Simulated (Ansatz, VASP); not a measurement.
Ge in VASP and in Ansatz

The input INCAR:

```
PREC = Accurate
ENCUT = 520
EDIFF = 1E-7
ISMEAR = 0
SIGMA = 0.15
LREAL = F
LASPH = T
NELM = 60
ALGO = Normal
ISIF = 2
LWAVE = F
LCHARG = F
GGA = PS
NBANDS = 13
```

KPOINTS

```
regular mesh
0
Gamma
  24 24 22
```

File POSCAR:

```
Ge
1.0
    1.3411274465     -2.4439162040      0.0000000000
    1.3411274465      2.4439162040      0.0000000000
    0.0000000000      0.0000000000      2.6823686988
Ge
1
Direct
    0.5000000000      0.5000000000      0.0000000000
```

Input for Ansatz:

```yaml
crystal:
  lattice:
    - [1.3411274465, -2.443916204, 0.0]
    - [1.3411274465, 2.443916204, 0.0]
    - [0.0, 0.0, 2.6823686988]
  atoms:
    - { symbol: Ge, position: [0.5, 0.5, 0.0] }
basis:
  ecutwfc: 420
kpoints:
  mp_grid: { grid: [24, 24, 22] }
hamiltonian:
  xc: pbesol
scf:
  occupations: { method: gaussian, width: 0.15 }
output:
  forces: true
  stress: true
  eigenvalues: true
```

Change from the starting cell: strain -0.030 along x and y, +0.015 along z, atoms carried along.

Alike in both runs: task single point; functional PBEsol; k mesh 24 × 24 × 22; occupations gaussian, width 0.15 eV; no spin polarisation.

```csv
,VASP,Ansatz
version,VASP 6.6.1,Ansatz 0.2.0
potentials or method,"VASP PAW PBE potentials, release 64 (Ge_d), cutoff 520 eV","scalar-relativistic, plane waves, PAW"
valence electrons in the cell,14,14
```

|  | VASP | Ansatz | Ansatz less VASP |
| --- | --- | --- | --- |
| gap on the k mesh at the Fermi level (eV) | none | none | - |
| pressure (GPa) | 4.4 | 4.4 | -0.02 |
| traceless stress, the component that is largest in VASP (GPa) | -6.08 | -6.05 | +0.026 |

VASP's potentials were made for PBE, not for PBEsol. A gap of «none» marks a metal or a gap that the smearing closes.
